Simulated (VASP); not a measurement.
# Sc (I4/mmm) in VASP: notebook

Runs on Sc. Level: PBE. Tasks: single point.

All numbers are computed with VASP 6.6.1; they aren't measurements. Logs are shortened: lines on timing, memory, paths and dates and some standing lists are left out, and cuts for length are marked.

## 1. The cell of the first run

It takes space group I4/mmm (No. 139, tetragonal). Conventional cell: a = 3.170 Å, b = 3.170 Å, c = 4.700 Å, α = 90.00°, β = 90.00°, γ = 90.00°. Within 4.2 Å of Sc (site symmetry 4/mmm) lie 12 Sc at 3.17 to 3.25 Å.

## 2. Single point, PBE (biaxial strain in the a-b plane: -3.0 %)

INCAR reads:

```
SYSTEM = Sc
PREC = Accurate ; ENCUT = 520
EDIFF = 1E-7 ; ISMEAR = 0
SIGMA = 0.1 ; LREAL = .FALSE.
LASPH = .TRUE. ; NELM = 100
ALGO = Fast ; ISIF = 2
LWAVE = .FALSE. ; LCHARG = .FALSE.
GGA = PE ; NBANDS = 18
```

KPOINTS reads:

```
regular mesh
0
G
  14 14 10
  0 0 0
```

POSCAR reads:

```
Sc
1.0
    3.1695743032      0.0000000000      0.0000000000
    0.0000000000      3.1695743032      0.0000000000
    0.0000000000      0.0000000000      4.7002156400
Sc
2
Direct
    0.0000000000      0.0000000000      0.0000000000
    0.5000000000      0.5000000000      0.5000000000
```

Potentials or basis: VASP PAW PBE potentials, release 64 (Sc_sv).

The run is started by

```console
> cat potpaw_PBE.64/Sc_sv/POTCAR > POTCAR
> mpirun -np 1 vasp_std > vasp.out
```

OUTCAR:

```text
SYSTEM = Sc
   PREC = Accurate
   ENCUT = 520
   EDIFF = 1E-7
   ISMEAR = 0
   LREAL = .FALSE.
   LASPH = .TRUE.
   NELM = 100
   ISIF = 2
   GGA = PE

 ion  position               nearest neighbor table
   1  0.000  0.000  0.000-   2 3.25   2 3.25   2 3.25   2 3.25   2 3.25   2 3.25   2 3.25   2 3.25

   2  0.500  0.500  0.500-   1 3.25   1 3.25   1 3.25   1 3.25   1 3.25   1 3.25   1 3.25   1 3.25

  LATTYP: Found a simple tetragonal cell.
 ALAT       =     3.1695743032
 C/A-ratio  =     1.4829170073

  Lattice vectors:

 A1 = (   3.1695743032,   0.0000000000,   0.0000000000)
 A2 = (   0.0000000000,   3.1695743032,   0.0000000000)
 A3 = (   0.0000000000,   0.0000000000,   4.7002156400)

Analysis of symmetry for initial positions (statically):
=====================================================================
 Subroutine PRICEL returns following result:

  LATTYP: Found a body centered tetragonal cell.
 ALAT       =     3.1695743032
 C/A-ratio  =     1.4829170073

  Lattice vectors:

 A1 = (   1.5847871516,  -1.5847871516,  -2.3501078200)
 A2 = (  -1.5847871516,   1.5847871516,  -2.3501078200)
 A3 = (   1.5847871516,   1.5847871516,   2.3501078200)

   2 primitive cells build up your supercell.

 Routine SETGRP: Setting up the symmetry group for a
 simple tetragonal supercell.

 Subroutine GETGRP returns: Found 16 space group operations
 (whereof 16 operations were pure point group operations)
 out of a pool of 16 trial point group operations.

The static configuration has the point symmetry D_4h.

Analysis of symmetry for dynamics (positions and initial velocities):
=====================================================================
 Subroutine PRICEL returns following result:

  LATTYP: Found a body centered tetragonal cell.
 ALAT       =     3.1695743032
 C/A-ratio  =     1.4829170073

  Lattice vectors:

 A1 = (   1.5847871516,  -1.5847871516,  -2.3501078200)
 A2 = (  -1.5847871516,   1.5847871516,  -2.3501078200)
 A3 = (   1.5847871516,   1.5847871516,   2.3501078200)

   2 primitive cells build up your supercell.

 Routine SETGRP: Setting up the symmetry group for a
 simple tetragonal supercell.

 Subroutine GETGRP returns: Found 16 space group operations
 (whereof 16 operations were pure point group operations)
 out of a pool of 16 trial point group operations.

The dynamic configuration has the point symmetry D_4h.

 Subroutine INISYM returns: Found 16 space group operations
 (whereof 16 operations are pure point group operations),
 and found     2 'primitive' translations

----------------------------------------------------------------------------------------

                                     Primitive cell

  volume of cell :      23.6097

  direct lattice vectors                    reciprocal lattice vectors
     1.584787152 -1.584787152 -2.350107820     0.315499781  0.000000000 -0.212756196
    -1.584787152  1.584787152 -2.350107820     0.000000000  0.315499781 -0.212756196
     1.584787152  1.584787152  2.350107820     0.315499781  0.315499781  0.000000000

  length of vectors
     3.247477082  3.247477082  3.247477082     0.380532930  0.380532930  0.446184070

  position of ions in fractional coordinates (direct lattice)
     0.000000000  0.000000000  0.000000000

  ion indices of the primitive-cell ions
   primitive index   ion index
                 1           1

----------------------------------------------------------------------------------------

 KPOINTS: regular mesh

Automatic generation of k-mesh.
 Grid dimensions read from file:
 generate k-points for:   14   14   10

 Generating k-lattice:

  Cartesian coordinates                     Fractional coordinates (reciprocal lattice)
     0.022535699  0.000000000  0.000000000     0.071428571  0.000000000  0.000000000
     0.000000000  0.022535699  0.000000000     0.000000000  0.071428571  0.000000000
     0.000000000  0.000000000  0.021275620     0.000000000  0.000000000  0.100000000

  Length of vectors
     0.022535699  0.022535699  0.021275620

  Shift w.r.t. Gamma in fractional coordinates (k-lattice)
     0.000000000  0.000000000  0.000000000

 Subroutine IBZKPT returns following result:
 ===========================================

 Found    216 irreducible k-points:

 Following reciprocal coordinates:
            Coordinates               Weight
  0.000000  0.000000  0.000000      1.000000
  0.071429  0.000000  0.000000      4.000000
  0.142857  0.000000  0.000000      4.000000
  0.214286  0.000000  0.000000      4.000000
  0.285714  0.000000  0.000000      4.000000
  0.357143  0.000000  0.000000      4.000000
[... 16 lines left out ...]
  0.285714  0.214286  0.000000      8.000000
  0.357143  0.214286  0.000000      8.000000
 [... further k-points ...]
   k-points           NKPTS =    216   k-points in BZ     NKDIM =    216   number of bands    NBANDS=     18
   number of dos      NEDOS =    301   number of ions     NIONS =      2
   total plane-waves  NPLWV =  20736
[... 35 lines left out ...]
     AMIX_MAG =   1.60;   BMIX_MAG =  1.00
  volume/ion in A,a.u.               =      23.61       159.33
  Fermi-wavevector in a.u.,A,eV,Ry     =   1.269139  2.398325 21.915090  1.610714
  Thomas-Fermi vector in A             =   2.402196
   LORBIT       =      0    0 simple, 1 ext, 2 COOP (PROOUT), +10 PAW based schemes
   GGA     = PE    functional components
   LHFCALC =     F    Hartree Fock is set to
   AEXX    =    0.0000 exact exchange contribution
   IVDW    =     0    specifies the selected vdW correction
   LEPSILON=     F    determine dielectric tensor
   LRPA    =     F    only Hartree local field effects (RPA)
 non-spin polarized calculation
 RMM-DIIS sequential band-by-band and
 Gauss-broadening in eV      SIGMA  =   0.10
  energy-cutoff  :      520.00
  volume of cell :       47.22
 maximum number of plane-waves:      1292
 NGX is ok and might be reduce to    24
   NGX = 11   NGY = 11   NGZ = 17

 number of electron      22.0000003 magnetization

 Free energy of the ion-electron system (eV)
  ---------------------------------------------------
  ext. energy  EPLUGINS =         0.00000000
  ---------------------------------------------------
  free energy    TOTEN  =       -12.38969682 eV

  energy without entropy =      -12.37221834  energy(sigma->0) =      -12.38095758

 E-fermi :   4.0012     XC(G=0): -10.0479

 val. band max:        3.9952630796   @ k =   0.5000   0.1429   0.0000
 cond. band min:       4.0017920421   @ k =   0.0714   0.0000   0.4000
 fundamental gap:      0.0065289625
 Fermi energy:         4.0012442002

 k-point     1 :       0.0000    0.0000    0.0000
  band No.  band energies     occupation
      1     -45.3248      2.00000
      2     -45.2395      2.00000
      3     -24.1319      2.00000
      4     -23.8547      2.00000
      5     -23.8547      2.00000
      6     -23.7161      2.00000
[... 10 lines left out ...]
     17       7.2775      0.00000
     18       8.1287      0.00000

 k-point     2 :       0.0714    0.0000    0.0000
  band No.  band energies     occupation
      1     -45.3223      2.00000
      2     -45.2391      2.00000
      3     -24.1252      2.00000
      4     -23.8672      2.00000
      5     -23.8518      2.00000
      6     -23.7323      2.00000
[... 10 lines left out ...]
     17       7.2207      0.00000
     18       7.9463      0.00000

 k-point     3 :       0.1429    0.0000    0.0000
  band No.  band energies     occupation
      1     -45.3152      2.00000
      2     -45.2382      2.00000
      3     -24.1058      2.00000
      4     -23.9018      2.00000
      5     -23.8433      2.00000
      6     -23.7779      2.00000
[... 10 lines left out ...]
     17       7.0719      0.00000
     18       7.6673      0.00000

 k-point     4 :       0.2143    0.0000    0.0000
  band No.  band energies     occupation
      1     -45.3043      2.00000
      2     -45.2375      2.00000
      3     -24.0751      2.00000
      4     -23.9506      2.00000
      5     -23.8439      2.00000
      6     -23.8302      2.00000
[... 375 lines left out ...]
      4     -23.9700      2.00000
      5     -23.8939      2.00000
      6     -23.8849      2.00000
[... 10 lines left out ...]
     17       6.7255      0.00000
     18       7.3612      0.00000

 k-point    23 :       0.2857    0.2143    0.0000
  band No.  band energies     occupation
      1     -45.2744      2.00000
      2     -45.2326      2.00000
      3     -24.0104      2.00000
      4     -23.9952      2.00000
      5     -23.9506      2.00000
      6     -23.8826      2.00000
[... 10 lines left out ...]
     17       6.6546      0.00000
     18       7.5031      0.00000

 k-point    24 :       0.3571    0.2143    0.0000
  band No.  band energies     occupation
      1     -45.2623      2.00000
      2     -45.2332      2.00000
      3     -24.0516      2.00000
      4     -24.0100      2.00000
      5     -23.9580      2.00000
      6     -23.8704      2.00000
[... 10 lines left out ...]
     17       6.8668      0.00000
     18       7.7852      0.00000

 [... further k-points ...]

------------------------ aborting loop because EDIFF is reached ----------------------------------------

  FORCE on cell =-STRESS in cart. coord.  units (eV):
  Direction    XX          YY          ZZ          XY          YZ          ZX
  --------------------------------------------------------------------------------------
  -------------------------------------------------------------------------------------
  Total        0.8518893      0.8518893      0.4093961      0.0000000      0.0000000     -0.0000000
  in kB       28.9050732     28.9050732     13.8910357      0.0000000      0.0000000     -0.0000000
  external PRESSURE =      23.9003940 kB  Pullay stress =       0.0000000 kB

 VOLUME and BASIS-vectors are now :
 -----------------------------------------------------------------------------
  energy-cutoff  :      520.00
  volume of cell :       47.22
      direct lattice vectors                 reciprocal lattice vectors
     3.169574303  0.000000000  0.000000000     0.315499781  0.000000000  0.000000000
     0.000000000  3.169574303  0.000000000     0.000000000  0.315499781  0.000000000
     0.000000000  0.000000000  4.700215640     0.000000000  0.000000000  0.212756196

 POSITION                                       TOTAL-FORCE (eV/Angst)
 -----------------------------------------------------------------------------------
      0.00000      0.00000      0.00000        -0.000000      0.000000     -0.000000
      1.58479      1.58479      2.35011         0.000000     -0.000000      0.000000
 -----------------------------------------------------------------------------------
    total drift:                                0.000000      0.000000     -0.000000

  FREE ENERGIE OF THE ION-ELECTRON SYSTEM (eV)
  ---------------------------------------------------
  free  energy   TOTEN  =       -12.3896968156 eV

  energy  without entropy=      -12.3722183380  energy(sigma->0) =      -12.38095758
```

It took 98 s on 1 thread of Intel Xeon Platinum 8488C (Sapphire Rapids), shared host; peak memory 0.26 GiB.

What came out:

- Free energy: -12.3897 eV
- Pressure: 2.4 GPa
- Band gap on the k mesh: zero (bands 11 and 12 overlap by 1.13 eV)

Stress tensor (GPa, compression positive):
```
2.89 0.00 0.00
0.00 2.89 0.00
0.00 0.00 1.39
```

Caveat: the cell differs from its parent crystal (biaxial strain in the a-b plane: -3.0 %).

## 3. Single point, PBE (biaxial strain in the a-b plane: -2.0 %)

INCAR reads:

```
ALGO = Fast ; EDIFF = 1E-6
ENCUT = 520 ; GGA = PE
ISIF = 2 ; ISMEAR = 0
LASPH = True ; LCHARG = False
LREAL = False ; LWAVE = False
NBANDS = 18 ; NELM = 100
PREC = Accurate ; SIGMA = 0.1
```

KPOINTS reads:

```
k-points
0
Gamma
  14 14 10
```

POSCAR reads:

```
Sc
1.0
    3.2022503270      0.0000000000      0.0000000000
    0.0000000000      3.2022503270      0.0000000000
    0.0000000000      0.0000000000      4.6725129938
Sc
2
Direct
    0.0000000000      0.0000000000      0.0000000000
    0.5000000000      0.5000000000      0.5000000000
```

Potentials or basis: VASP PAW PBE potentials, release 64 (Sc_sv).

The run is started by

```console
> cat potpaw_PBE.64/Sc_sv/POTCAR > POTCAR
> mpirun -np 1 vasp_std > vasp.out
```

Run time: 85 s. Hardware: 1 thread of Intel Xeon Platinum 8488C (Sapphire Rapids), shared host; peak memory 0.27 GiB.

The run converged. Its results:

```
Free energy            : -12.4024 eV
Pressure               : 1.6 GPa
Band gap on the k mesh : zero (bands 11 and 12 overlap by 1.08 eV)
```

Stress tensor (GPa, compression positive):
```
1.87 0.00 0.00
0.00 1.87 0.00
0.00 0.00 0.94
```

Levels at points of the mesh, in eV from the Fermi level:
| k point | band 9 | band 10 | band 11 | band 12 | band 13 | band 14 |
| --- | --- | --- | --- | --- | --- | --- |
| (0.00, 0.00, 0.00) | -5.25 | -1.61 | -0.62 | 1.48 | 1.69 | 1.69 |
| (0.50, 0.00, 0.00) | -1.76 | -1.76 | 0.24 | 0.24 | 0.72 | 0.72 |
| (0.50, 0.50, 0.00) | -1.57 | -1.57 | -0.68 | -0.68 | 2.17 | 2.17 |
| (0.00, 0.00, 0.50) | -3.39 | -3.39 | 0.30 | 0.30 | 1.58 | 1.58 |
| (0.50, 0.00, 0.50) | -1.80 | -1.80 | 0.28 | 0.28 | 1.39 | 1.39 |
| (0.50, 0.50, 0.50) | -0.75 | -0.75 | 0.26 | 0.26 | 0.26 | 0.26 |

Caveat: the cell differs from its parent crystal (biaxial strain in the a-b plane: -2.0 %).

## 4. Single point, PBE (biaxial strain in the a-b plane: -3.0 %, then relaxed in part)

INCAR reads:

```
SYSTEM = Sc
  PREC = Accurate
  ENCUT = 520
  EDIFF = 1E-6
  ISMEAR = 0
  SIGMA = 0.1
  LREAL = .False.
  LASPH = .True.
  NELM = 80
  ALGO = Fast
  ISIF = 2
  LWAVE = .False.
  LCHARG = .False.
  GGA = PE
  NBANDS = 18
```

KPOINTS reads:

```
Automatic mesh
0
Gamma
  14 14 10
  0 0 0
```

POSCAR reads:

```
Sc
1.0
    3.1695743032      0.0000000000      0.0000000000
    0.0000000000      3.1695743032      0.0000000000
    0.0000000000      0.0000000000      4.7799031730
Sc
2
Direct
    0.0000000000      0.0000000000      0.0000000000
    0.5000000000      0.5000000000      0.5000000000
```

The run is started by

```console
> cat potpaw_PBE.64/Sc_sv/POTCAR > POTCAR
> mpirun -np 1 vasp_std > vasp.out
```

Wall time 80 s (1 thread of Intel Xeon Platinum 8488C (Sapphire Rapids), shared host); peak memory 0.27 GiB.

The run converged. Its results:

```
Free energy            : -12.3936 eV
Pressure               : 1.4 GPa
Band gap on the k mesh : zero (bands 11 and 12 overlap by 1.13 eV)
```

Stress tensor (GPa, compression positive):
```
2.12 0.00 0.00
0.00 2.12 0.00
0.00 0.00 0.04
```

Levels at points of the mesh, in eV from the Fermi level:
```
           k point  band 9  band 10  band 11  band 12  band 13  band 14
(0.00, 0.00, 0.00)   -5.24    -1.64    -0.57     1.34     1.41     1.77
(0.50, 0.00, 0.00)   -1.70    -1.70     0.14     0.14     0.71     0.71
(0.50, 0.50, 0.00)   -1.55    -1.55    -0.69    -0.69     2.33     2.33
(0.00, 0.00, 0.50)   -3.46    -3.46     0.27     0.27     1.43     1.43
(0.50, 0.00, 0.50)   -1.79    -1.79     0.28     0.28     1.27     1.27
(0.50, 0.50, 0.50)   -0.80    -0.80     0.30     0.30     0.30     0.30
```

Caveat: the cell differs from its parent crystal (biaxial strain in the a-b plane: -3.0 %, then relaxed in part).

## 5. Single point, PBE (biaxial strain in the a-b plane: -1.0 %)

INCAR reads:

```
SYSTEM = Sc
ALGO = Fast
EDIFF = 1E-7
ENCUT = 520
GGA = PE
ISIF = 2
ISMEAR = 0
LASPH = .True.
LCHARG = .False.
LREAL = .False.
LWAVE = .False.
NBANDS = 18
NELM = 100
PREC = Accurate
SIGMA = 0.1
```

KPOINTS reads:

```
k-points
0
Gamma
  14 14 10
  0 0 0
```

POSCAR reads:

```
Sc
1.0
    3.2349263507      0.0000000000      0.0000000000
    0.0000000000      3.2349263507      0.0000000000
    0.0000000000      0.0000000000      4.6448103476
Sc
2
Direct
    0.0000000000      0.0000000000      0.0000000000
    0.5000000000      0.5000000000      0.5000000000
```

The run is started by

```console
> cat potpaw_PBE.64/Sc_sv/POTCAR > POTCAR
> mpirun -np 1 vasp_std > vasp.out
```

Run time: 87 s. Hardware: 1 thread of Intel Xeon Platinum 8488C (Sapphire Rapids), shared host; peak memory 0.27 GiB.

The run converged. Its results:

```yaml
Free_energy: -12.4098 eV
Pressure: 0.8 GPa
Band_gap_on_the_k_mesh: zero (bands 11 and 12 overlap by 1.02 eV)
```

Stress tensor (GPa, compression positive):
```
0.90 0.00 0.00
0.00 0.90 0.00
0.00 0.00 0.50
```

Levels at points of the mesh, in eV from the Fermi level:
```csv
k point,band 9,band 10,band 11,band 12,band 13,band 14
"(0.00, 0.00, 0.00)",-5.22,-1.56,-0.62,1.53,1.63,1.63
"(0.50, 0.00, 0.00)",-1.79,-1.79,0.29,0.29,0.72,0.72
"(0.50, 0.50, 0.00)",-1.54,-1.54,-0.65,-0.65,2.04,2.04
"(0.00, 0.00, 0.50)",-3.35,-3.35,0.32,0.32,1.63,1.63
"(0.50, 0.00, 0.50)",-1.78,-1.78,0.25,0.25,1.43,1.43
"(0.50, 0.50, 0.50)",-0.70,-0.70,0.23,0.23,0.23,0.23
```

Caveat: the cell differs from its parent crystal (biaxial strain in the a-b plane: -1.0 %).

## 6. Single point, PBE (biaxial strain in the a-b plane: -2.0 %, then relaxed in part)

INCAR reads:

```
PREC = Accurate
ENCUT = 520
EDIFF = 1E-6
ISMEAR = 0
SIGMA = 0.1
LREAL = False
LASPH = True
NELM = 80
ALGO = Fast
ISIF = 2
LWAVE = False
LCHARG = False
GGA = PE
NBANDS = 18
```

KPOINTS reads:

```
regular mesh
0
Gamma
  14 14 10
```

POSCAR reads:

```
Sc
1.0
    3.2022503270      0.0000000000      0.0000000000
    0.0000000000      3.2022503270      0.0000000000
    0.0000000000      0.0000000000      4.7269156591
Sc
2
Direct
    0.0000000000      0.0000000000      0.0000000000
    0.5000000000      0.5000000000      0.5000000000
```

Potentials or basis: VASP PAW PBE potentials, release 64 (Sc_sv).

The run is started by

```console
> cat potpaw_PBE.64/Sc_sv/POTCAR > POTCAR
> mpirun -np 1 vasp_std > vasp.out
```

Run time: 84 s. Hardware: 1 thread of Intel Xeon Platinum 8488C (Sapphire Rapids), shared host; peak memory 0.27 GiB.

Results (log left out):

* Free energy: -12.4043 eV
* Pressure: 0.9 GPa
* Band gap on the k mesh: zero (bands 11 and 12 overlap by 1.08 eV)

Stress tensor (GPa, compression positive):
```
1.35 0.00 0.00
0.00 1.35 0.00
0.00 0.00 0.04
```

Levels at points of the mesh, in eV from the Fermi level:
```tsv
k point	band 8	band 9	band 10	band 11	band 12	band 13	band 14	band 15
(0.00, 0.00, 0.00)	-27.80	-5.22	-1.60	-0.59	1.42	1.57	1.70	1.70
(0.50, 0.00, 0.00)	-27.84	-1.74	-1.74	0.20	0.20	0.71	0.71	2.32
(0.50, 0.50, 0.00)	-27.94	-1.54	-1.54	-0.67	-0.67	2.19	2.19	3.90
(0.00, 0.00, 0.50)	-27.87	-3.41	-3.41	0.29	0.29	1.52	1.52	2.62
(0.50, 0.00, 0.50)	-27.84	-1.78	-1.78	0.26	0.26	1.34	1.34	1.65
(0.50, 0.50, 0.50)	-27.94	-0.75	-0.75	0.27	0.27	0.27	0.27	2.46
```

Caveat: the cell differs from its parent crystal (biaxial strain in the a-b plane: -2.0 %, then relaxed in part).

## 7. Summary

| cell | further INCAR settings | gap on the mesh (eV) | pressure (GPa) |
| --- | --- | --- | --- |
| a = 3.170, b = 3.170, c = 4.700 Å, 2 atoms | ALGO = Fast; EDIFF = 1e-07; NBANDS = 18 | none | 2.4 |
| a = 3.202, b = 3.202, c = 4.673 Å, 2 atoms | ALGO = Fast; EDIFF = 1e-06; NBANDS = 18 | none | 1.6 |
| a = 3.170, b = 3.170, c = 4.780 Å, 2 atoms | ALGO = Fast; EDIFF = 1e-06; NBANDS = 18 | none | 1.4 |
| a = 3.235, b = 3.235, c = 4.645 Å, 2 atoms | ALGO = Fast; EDIFF = 1e-07; NBANDS = 18 | none | 0.8 |
| a = 3.202, b = 3.202, c = 4.727 Å, 2 atoms | ALGO = Fast; EDIFF = 1e-06; NBANDS = 18 | none | 0.9 |

Alike in all rows: task single point; level PBE; potentials or basis VASP PAW PBE potentials, release 64 (Sc_sv); no spin polarisation; k mesh 14 × 14 × 10; cutoff (eV) 520; smearing gaussian 0.1 eV.

Absolute energies hang on the potentials; compare differences alone.
